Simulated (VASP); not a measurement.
# ZnSe (F-43m) in VASP: settings compared

ZnSe is run at these levels: PBE-based screened hybrid, HSE06; tasks: single point.

Program: VASP 6.6.1. These are calculated values, not measurements. Logs are shortened: lines on timing, memory, paths and dates and some standing lists are left out, and cuts for length are marked.

## 1. The cell of the first run

Symmetry: F-43m, No. 216, cubic system. The conventional cell has a = 5.665 Å, b = 5.665 Å, c = 5.665 Å, α = 90.00°, β = 90.00°, γ = 90.00°. Within 3.2 Å of Zn (site symmetry -43m) lie 4 Se at 2.45 Å. Within 3.2 Å of Se (site symmetry -43m) lie 4 Zn at 2.45 Å.

## 2. Single point, PBE-based screened hybrid

POSCAR

```
ZnSe
1.0
    0.0000000000      2.8324206805      2.8324206805
    2.8324206805      0.0000000000      2.8324206805
    2.8324206805      2.8324206805      0.0000000000
Zn Se
1 1
Direct
    0.0000000000      0.0000000000      0.0000000000
    0.2500000000      0.2500000000      0.2500000000
```

INCAR.step1

```
SYSTEM = ZnSe
  PREC = Accurate
  ENCUT = 520
  EDIFF = 1E-5
  ISMEAR = 0
  SIGMA = 0.01
  LREAL = .False.
  LASPH = .True.
  NELM = 100
  ALGO = Normal
  ISIF = 2
  LWAVE = .True.
  LCHARG = .False.
  NBANDS = 16
  GGA = PE
```

INCAR.step2

```
SYSTEM = ZnSe
  PREC = Accurate
  ENCUT = 520
  EDIFF = 1E-6
  ISMEAR = 0
  SIGMA = 0.01
  LREAL = .False.
  LASPH = .True.
  NELM = 100
  ALGO = Normal
  ISIF = 2
  LWAVE = .False.
  LCHARG = .False.
  GGA = PE
  LHFCALC = .True.
  AEXX = 0.75
  HFSCREEN = 0.3
  PRECFOCK = Normal
  NBANDS = 16
  ISTART = 1
```

KPOINTS

```
regular mesh
0
Gamma
  4 4 4
  0 0 0
```

Potentials or basis: VASP PAW PBE potentials, release 64 (Zn, Se).

On the command line:

```console
> cat potpaw_PBE.64/Zn/POTCAR potpaw_PBE.64/Se/POTCAR > POTCAR
> cp INCAR.step1 INCAR
> mpirun -np 1 vasp_std > vasp.out
> cp INCAR.step2 INCAR
> mpirun -np 1 vasp_std > vasp.out
```

OUTCAR:

```text
SYSTEM = ZnSe
   PREC = Accurate
   ENCUT = 520
   EDIFF = 1E-6
   ISMEAR = 0
   LREAL = .False.
   LASPH = .True.
   NELM = 100
   ISIF = 2
   GGA = PE
   LHFCALC = .True.
   AEXX = 0.75
   HFSCREEN = 0.3
   PRECFOCK = Normal
   ISTART = 1

 ion  position               nearest neighbor table
   1  0.000  0.000  0.000-   2 2.45   2 2.45   2 2.45   2 2.45
   2  0.250  0.250  0.250-   1 2.45   1 2.45   1 2.45   1 2.45

  LATTYP: Found a face centered cubic cell.
 ALAT       =     5.6648413610

  Lattice vectors:

 A1 = (   0.0000000000,   2.8324206805,   2.8324206805)
 A2 = (   2.8324206805,   0.0000000000,   2.8324206805)
 A3 = (   2.8324206805,   2.8324206805,   0.0000000000)

Analysis of symmetry for initial positions (statically):
=====================================================================
 Subroutine PRICEL returns:
 Original cell was already a primitive cell.

 Routine SETGRP: Setting up the symmetry group for a
 face centered cubic supercell.

 Subroutine GETGRP returns: Found 24 space group operations
 (whereof 24 operations were pure point group operations)
 out of a pool of 48 trial point group operations.

The static configuration has the point symmetry T_d .

Analysis of symmetry for dynamics (positions and initial velocities):
=====================================================================
 Subroutine PRICEL returns:
 Original cell was already a primitive cell.

 Routine SETGRP: Setting up the symmetry group for a
 face centered cubic supercell.

 Subroutine GETGRP returns: Found 24 space group operations
 (whereof 24 operations were pure point group operations)
 out of a pool of 48 trial point group operations.

The dynamic configuration has the point symmetry T_d .

 Subroutine INISYM returns: Found 24 space group operations
 (whereof 24 operations are pure point group operations),
 and found     1 'primitive' translations

----------------------------------------------------------------------------------------

                                     Primitive cell

  volume of cell :      45.4468

  direct lattice vectors                    reciprocal lattice vectors
     0.000000000  2.832420680  2.832420680    -0.176527450  0.176527450  0.176527450
     2.832420680  0.000000000  2.832420680     0.176527450 -0.176527450  0.176527450
     2.832420680  2.832420680  0.000000000     0.176527450  0.176527450 -0.176527450

  length of vectors
     4.005647741  4.005647741  4.005647741     0.305754512  0.305754512  0.305754512

  position of ions in fractional coordinates (direct lattice)
     0.000000000  0.000000000  0.000000000
     0.250000000  0.250000000  0.250000000

  ion indices of the primitive-cell ions
   primitive index   ion index
                 1           1
                 2           2

----------------------------------------------------------------------------------------

 KPOINTS: regular mesh

Automatic generation of k-mesh.
 Grid dimensions read from file:
 generate k-points for:    4    4    4

 Generating k-lattice:

  Cartesian coordinates                     Fractional coordinates (reciprocal lattice)
    -0.044131862  0.044131862  0.044131862     0.250000000  0.000000000  0.000000000
     0.044131862 -0.044131862  0.044131862     0.000000000  0.250000000  0.000000000
     0.044131862  0.044131862 -0.044131862     0.000000000  0.000000000  0.250000000

  Length of vectors
     0.076438628  0.076438628  0.076438628

  Shift w.r.t. Gamma in fractional coordinates (k-lattice)
     0.000000000  0.000000000  0.000000000

 Subroutine IBZKPT returns following result:
 ===========================================

 Found      8 irreducible k-points:

 Following reciprocal coordinates:
            Coordinates               Weight
  0.000000  0.000000  0.000000      1.000000
  0.250000  0.000000  0.000000      8.000000
  0.500000  0.000000  0.000000      4.000000
  0.250000  0.250000  0.000000      6.000000
  0.500000  0.250000  0.000000     24.000000
 -0.250000  0.250000  0.000000     12.000000
  0.500000  0.500000  0.000000      3.000000
 -0.250000  0.500000  0.250000      6.000000
   k-points           NKPTS =      8   k-points in BZ     NKDIM =     64   number of bands    NBANDS=     16
   number of dos      NEDOS =    301   number of ions     NIONS =      2
   total plane-waves  NPLWV =  27000
   dimension x,y,z NGX =    30 NGY =   30 NGZ =   30
   dimension x,y,z NGXF=    60 NGYF=   60 NGZF=   60
   ions per type =               1   1
   NGX,Y,Z   is equivalent  to a cutoff of  12.45, 12.45, 12.45 a.u.
   NGXF,Y,Z  is equivalent  to a cutoff of  24.90, 24.90, 24.90 a.u.
 SYSTEM =  ZnSe
   PREC   = accura    normal or accurate (medium, high low for compatibility)
   ISTART =      1    job   : 0-new  1-cont  2-samecut
   ICHARG =      0    charge: 1-file 2-atom 10-const
   ISPIN  =      1    spin polarized calculation?
   LNONCOLLINEAR =      F non collinear calculations
   LSORBIT =      F    spin-orbit coupling
   LASPH  =      T    aspherical Exc in radial PAW
   ENCUT  =  520.0 eV  38.22 Ry    6.18 a.u.   7.45  7.45  7.45*2*pi/ulx,y,z
   NELM   =    100;   NELMIN=  2; NELMDL=  0     # of ELM steps
   EDIFF  = 0.1E-05   stopping-criterion for ELM
   LREAL  =      F    real-space projection
   EDIFFG = 0.1E-04   stopping-criterion for IOM
   NSW    =      0    number of steps for IOM
   IBRION =     -1    ionic relax: 0-MD 1-quasi-New 2-CG
   NFREE  =      0    steps in history (QN), initial steepest desc. (CG)
   ISIF   =      2    stress and relaxation
   ISYM   =      3    0-nonsym 1-usesym 2-fastsym
   POTIM  = 0.5000    time-step for ionic-motion
   TEBEG  =    0.0;   TEEND  =   0.0 temperature during run
   PSTRESS=    0.0 pullay stress
   NELECT =      18.0000    total number of electrons
   NUPDOWN=      -1.0000    fix difference up-down
   EMIN   =  10.00;   EMAX   =-10.00  energy-range for DOS
   EFERMI =   0.00;   METHOD = LEGACY
   ISMEAR =     0;   SIGMA  =   0.01  broadening in eV -4-tet -1-fermi 0-gaus
   EFERMI_NEDOS =   21; number of points for ismear=-14 and -15
   IALGO  =     38    algorithm
   IMIX   =      1    mixing-type and parameters
     AMIX     =   0.40;   BMIX     =  1.00
     AMIX_MAG =   1.60;   BMIX_MAG =  1.00
  volume/ion in A,a.u.               =      22.72       153.35
  Fermi-wavevector in a.u.,A,eV,Ry     =   1.202259  2.271939 19.666213  1.445426
  Thomas-Fermi vector in A             =   2.338045
   LORBIT       =      0    0 simple, 1 ext, 2 COOP (PROOUT), +10 PAW based schemes
   GGA     = PE    functional components
   LHFCALC =     T    Hartree Fock is set to
   PRECFOCK=normal    Normal, Fast or Accurate (Low or Medium for compatibility)
   ENCUT4O =  -1.0   cutoff for four orbital integrals eV
   NKREDX  =     1    reduce k-point grid by
   NKREDY  =     1    reduce k-point grid by
   NKREDZ  =     1    reduce k-point grid by
   AEXX    =    0.7500 exact exchange contribution
   HFSCREEN=    0.3000 screening length (either q_TF or 0.3 A-1)
   HFSCREENC=   0.3000 screening length for correlation (either q_TF or 0.3 A-1)
   ENCUTFOCK=  -1.0 apply spherical cutoff to Coloumb kernel
   IVDW    =     0    specifies the selected vdW correction
   LEPSILON=     F    determine dielectric tensor
   LRPA    =     F    only Hartree local field effects (RPA)
 non-spin polarized calculation
 Gauss-broadening in eV      SIGMA  =   0.01
  energy-cutoff  :      520.00
  volume of cell :       45.45
 maximum number of plane-waves:      1243
 NGX is ok and might be reduce to    30
  NGX = 24; NGY = 24; NGZ = 24

 number of electron      18.0000011 magnetization

 Free energy of the ion-electron system (eV)
  ---------------------------------------------------
  ext. energy  EPLUGINS =         0.00000000
  ---------------------------------------------------
  free energy    TOTEN  =       -10.11682705 eV

  energy without entropy =      -10.11682705  energy(sigma->0) =      -10.11682705

 E-fermi :   0.0004     XC(G=0):  -5.0097

 val. band max:       -0.0922093218   @ k =   0.0000   0.0000   0.0000
 cond. band min:       4.2029618823   @ k =   0.0000   0.0000   0.0000
 fundamental gap:      4.2951712041
 Fermi energy:         0.0004382181

 k-point     1 :       0.0000    0.0000    0.0000
  band No.  band energies     occupation
      1     -16.3474      2.00000
      2     -11.4970      2.00000
      3     -11.4970      2.00000
      4     -11.4970      2.00000
      5     -11.2085      2.00000
      6     -11.2085      2.00000
[... 8 lines left out ...]
     15      14.4348      0.00000
     16      14.4348      0.00000

 k-point     2 :       0.2500    0.0000    0.0000
  band No.  band energies     occupation
      1     -15.9104      2.00000
      2     -11.4586      2.00000
      3     -11.4586      2.00000
      4     -11.3264      2.00000
      5     -11.2092      2.00000
      6     -11.2092      2.00000
[... 8 lines left out ...]
     15      13.2628      0.00000
     16      13.6437      0.00000

 k-point     3 :       0.5000    0.0000    0.0000
  band No.  band energies     occupation
      1     -15.4259      2.00000
      2     -11.4281      2.00000
      3     -11.4281      2.00000
      4     -11.2009      2.00000
      5     -11.2009      2.00000
      6     -10.9322      2.00000
[... 8 lines left out ...]
     15      16.5576      0.00000
     16      16.5576      0.00000

 k-point     4 :       0.2500    0.2500    0.0000
  band No.  band energies     occupation
      1     -15.7664      2.00000
      2     -11.4160      2.00000
      3     -11.4160      2.00000
      4     -11.3531      2.00000
      5     -11.2061      2.00000
      6     -11.1915      2.00000
[... 8 lines left out ...]
     15      15.4366      0.00000
     16      17.5800      0.00000

 k-point     5 :       0.5000    0.2500    0.0000
  band No.  band energies     occupation
      1     -15.2874      2.00000
      2     -11.3941      2.00000
      3     -11.3744      2.00000
      4     -11.2574      2.00000
      5     -11.1918      2.00000
      6     -10.8851      2.00000
[... 8 lines left out ...]
     15      16.7166      0.00000
     16      17.5264      0.00000

 k-point     6 :      -0.2500    0.2500    0.0000
  band No.  band energies     occupation
      1     -15.4448      2.00000
      2     -11.4113      2.00000
      3     -11.4101      2.00000
      4     -11.2221      2.00000
      5     -11.2175      2.00000
      6     -11.0078      2.00000
[... 8 lines left out ...]
     15      15.5760      0.00000
     16      17.6303      0.00000

 k-point     7 :       0.5000    0.5000    0.0000
  band No.  band energies     occupation
      1     -15.1336      2.00000
      2     -11.3249      2.00000
      3     -11.3248      2.00000
      4     -11.3238      2.00000
      5     -11.1746      2.00000
      6     -10.8169      2.00000
[... 8 lines left out ...]
     15      17.2856      0.00000
     16      17.7876      0.00000

 k-point     8 :      -0.2500    0.5000    0.2500
  band No.  band energies     occupation
      1     -15.1328      2.00000
      2     -11.3680      2.00000
      3     -11.3571      2.00000
      4     -11.2477      2.00000
      5     -11.2071      2.00000
      6     -10.7259      2.00000
[... 8 lines left out ...]
     15      17.3891      0.00000
     16      17.4876      0.00000

------------------------ aborting loop because EDIFF is reached ----------------------------------------

  FORCE on cell =-STRESS in cart. coord.  units (eV):
  Direction    XX          YY          ZZ          XY          YZ          ZX
  --------------------------------------------------------------------------------------
  -------------------------------------------------------------------------------------
  Total        0.0556776      0.0556776      0.0556776     -0.0000000      0.0000000      0.0000000
  in kB        1.9628547      1.9628547      1.9628547     -0.0000000      0.0000000      0.0000000
  external PRESSURE =       1.9628547 kB  Pullay stress =       0.0000000 kB

 VOLUME and BASIS-vectors are now :
 -----------------------------------------------------------------------------
  energy-cutoff  :      520.00
  volume of cell :       45.45
      direct lattice vectors                 reciprocal lattice vectors
     0.000000000  2.832420680  2.832420680    -0.176527450  0.176527450  0.176527450
     2.832420680  0.000000000  2.832420680     0.176527450 -0.176527450  0.176527450
     2.832420680  2.832420680  0.000000000     0.176527450  0.176527450 -0.176527450

 POSITION                                       TOTAL-FORCE (eV/Angst)
 -----------------------------------------------------------------------------------
      0.00000      0.00000      0.00000        -0.000000     -0.000000      0.000000
      1.41621      1.41621      1.41621         0.000000      0.000000     -0.000000
 -----------------------------------------------------------------------------------
    total drift:                                0.000263      0.000233      0.000157

  FREE ENERGIE OF THE ION-ELECTRON SYSTEM (eV)
  ---------------------------------------------------
  free  energy   TOTEN  =       -10.1168270453 eV

  energy  without entropy=      -10.1168270453  energy(sigma->0) =      -10.11682705
```

It took 8.7 min on 1 thread of Intel Xeon Platinum 8259CL at 2.50GHz (Skylake/Cascade Lake), shared host; peak memory 0.27 GiB.

What came out:

- Free energy: -10.1168 eV
- Pressure: 0.2 GPa
- Band gap on the k mesh: 4.30 eV, direct

Levels at points of the mesh, in eV from the valence-band top:
```tsv
k point	band 6	band 7	band 8	band 9	band 10	band 11	band 12	band 13
(0.00, 0.00, 0.00)	-11.12	0.00	0.00	0.00	4.30	8.70	8.70	8.70
(0.50, 0.00, 0.00)	-10.84	-5.83	-0.95	-0.95	5.44	9.15	9.15	11.40
(0.50, 0.50, 0.00)	-10.72	-5.45	-2.43	-2.43	5.15	6.09	14.39	15.21
```

Caveat: the k points lie up to 0.48 Å⁻¹ apart; the PAW data sets were made with another functional, which shifts forces and pressure a little.

## 3. Single point, PBE-based screened hybrid

POSCAR is that of step 2.

INCAR.step1

```
PREC = Accurate ; ENCUT = 520
EDIFF = 1E-5 ; ISMEAR = 0
SIGMA = 0.01 ; LREAL = False
LASPH = True ; NELM = 80
ALGO = Normal ; ISIF = 2
LWAVE = True ; GGA = PE
NBANDS = 16
```

INCAR.step2

```
PREC = Accurate ; ENCUT = 520
EDIFF = 1E-7 ; ISMEAR = 0
SIGMA = 0.01 ; LREAL = False
LASPH = True ; NELM = 80
ALGO = Normal ; ISIF = 2
LWAVE = False ; LCHARG = True
GGA = PE ; LHFCALC = True
AEXX = 0.35 ; HFSCREEN = 0.2078
PRECFOCK = Normal ; LELF = True
LVHAR = True ; ISTART = 1
NBANDS = 16
```

KPOINTS

```
regular mesh
0
Gamma
  4 4 4
```

Potentials or basis: VASP PAW PBE potentials, release 64 (Zn, Se).

On the command line:

```console
> cat potpaw_PBE.64/Zn/POTCAR potpaw_PBE.64/Se/POTCAR > POTCAR
> cp INCAR.step1 INCAR
> mpirun -np 1 vasp_std > vasp.out
> cp INCAR.step2 INCAR
> mpirun -np 1 vasp_std > vasp.out
```

Run time: 9.6 min. Hardware: 1 thread of Intel Xeon Platinum 8259CL at 2.50GHz (Skylake/Cascade Lake), shared host; peak memory 0.28 GiB.

Results (log left out):

```yaml
Free_energy: -8.0013 eV
Pressure: 1.2 GPa
Band_gap_on_the_k_mesh: 2.92 eV, direct
```

Levels at points of the mesh, in eV from the valence-band top:
| k point | band 6 | band 7 | band 8 | band 9 | band 10 | band 11 | band 12 | band 13 |
| --- | --- | --- | --- | --- | --- | --- | --- | --- |
| (0.00, 0.00, 0.00) | -8.54 | 0.00 | 0.00 | 0.00 | 2.92 | 7.42 | 7.42 | 7.42 |
| (0.50, 0.00, 0.00) | -8.34 | -5.64 | -0.93 | -0.93 | 4.13 | 7.95 | 7.95 | 10.22 |
| (0.50, 0.50, 0.00) | -8.28 | -5.25 | -2.35 | -2.35 | 4.22 | 4.94 | 12.78 | 13.46 |

Caveat: the k points lie up to 0.48 Å⁻¹ apart; the PAW data sets were made with another functional, which shifts forces and pressure a little.

## 4. Single point, HSE06

POSCAR is that of step 3.

INCAR.step1

```
  PREC = Accurate
  ENCUT = 520
  EDIFF = 1E-5
  ISMEAR = 0
  SIGMA = 0.01
  LREAL = False
  LASPH = True
  NELM = 80
  ALGO = Normal
  ISIF = 2
  LWAVE = True
  LCHARG = False
  GGA = PE
  NBANDS = 16
```

INCAR.step2

```
  PREC = Accurate
  ENCUT = 520
  EDIFF = 1E-7
  ISMEAR = 0
  SIGMA = 0.01
  LREAL = False
  LASPH = True
  NELM = 80
  ALGO = Normal
  ISIF = 2
  LWAVE = False
  LCHARG = False
  GGA = PE
  LHFCALC = True
  HFSCREEN = 0.2079
  PRECFOCK = Normal
  ISTART = 1
  NBANDS = 16
```

KPOINTS

```
Automatic mesh
0
Gamma
  4 4 4
```

On the command line:

```console
> cat potpaw_PBE.64/Zn/POTCAR potpaw_PBE.64/Se/POTCAR > POTCAR
> cp INCAR.step1 INCAR
> mpirun -np 1 vasp_std > vasp.out
> cp INCAR.step2 INCAR
> mpirun -np 1 vasp_std > vasp.out
```

Run time: 8.6 min. Hardware: 1 thread of Intel Xeon Platinum 8259CL at 2.50GHz (Skylake/Cascade Lake), shared host; peak memory 0.28 GiB.

The run converged. Its results:

```
Free energy            : -7.3754 eV
Pressure               : 1.6 GPa
Band gap on the k mesh : 2.43 eV, direct
```

Levels at points of the mesh, in eV from the valence-band top:
| k point | band 5 | band 6 | band 7 | band 8 | band 9 | band 10 | band 11 | band 12 | band 13 | band 14 |
| --- | --- | --- | --- | --- | --- | --- | --- | --- | --- | --- |
| (0.00, 0.00, 0.00) | -7.86 | -7.86 | 0.00 | 0.00 | 0.00 | 2.43 | 6.94 | 6.94 | 6.94 | 11.31 |
| (0.50, 0.00, 0.00) | -7.85 | -7.68 | -5.54 | -0.91 | -0.91 | 3.66 | 7.49 | 7.49 | 9.75 | 12.35 |
| (0.50, 0.50, 0.00) | -7.82 | -7.63 | -5.14 | -2.31 | -2.31 | 3.85 | 4.50 | 12.19 | 12.82 | 12.82 |

Caveat: the k points lie up to 0.48 Å⁻¹ apart; the PAW data sets were made with another functional, which shifts forces and pressure a little.

## 5. Overview

```tsv
level	share of exact exchange	screening parameter	gap on the mesh (eV)	pressure (GPa)
PBE-based screened hybrid	0.75	0.3 1/Å	4.30	0.2
PBE-based screened hybrid	0.35	0.2078 1/Å	2.92	1.2
HSE06	-	0.2079 1/Å	2.43	1.6
```

Alike in all rows: task single point; potentials or basis VASP PAW PBE potentials, release 64 (Zn, Se); no spin polarisation; cell as given; k mesh 4 × 4 × 4; cutoff (eV) 520; smearing gaussian 0.01 eV.

Caveats: all runs use coarse meshes; the PAW data sets were made with another functional, which shifts forces and pressure a little.

Total energies depend on the potentials used, so only differences within one code and one set of settings carry meaning.
